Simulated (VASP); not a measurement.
**Ti: single point with PBE**

Ti:

```
CELL_PARAMETERS angstrom
0.00000 2.05671 2.05671
2.05671 0.00000 2.05671
2.05671 2.05671 0.00000
ATOMIC_POSITIONS crystal
Ti 0.00000 0.00000 0.00000
```

```json
{
  "Program": "VASP 6.6.1",
  "Task": "single point",
  "Functional": "PBE",
  "Potentials or basis": "VASP PAW PBE potentials, release 64 (Ti_sv)",
  "Cutoff": "500 eV",
  "k mesh": "10 × 10 × 10",
  "Occupations": "fermi-dirac, width 0.1 eV",
  "Spin": "no spin polarisation"
}
```

| Property | Result |
| --- | --- |
| Pressure | -0.1 GPa |
| Band gap on the k mesh | zero (band 6 reaches 9.08 eV, above the bottom of band 7 at 7.94 eV) |

Levels at points of the mesh, in eV from the Fermi level:
```csv
k point,band 2,band 3,band 4,band 5,band 6,band 7,band 8,band 9,band 10,band 11
"(0.00, 0.00, 0.00)",-32.57,-32.57,-32.57,-6.10,0.88,0.88,0.88,2.50,2.50,15.23
"(0.50, 0.00, 0.00)",-33.23,-32.66,-32.66,-2.58,0.62,0.76,0.76,3.57,3.57,8.15
"(0.50, 0.50, 0.00)",-33.19,-32.80,-32.80,-2.57,-1.70,2.83,3.56,3.84,3.84,10.52
```

Run time: 13 s on 1 thread of Intel Xeon 8259CL (shared host), peak memory 0.14 GiB.
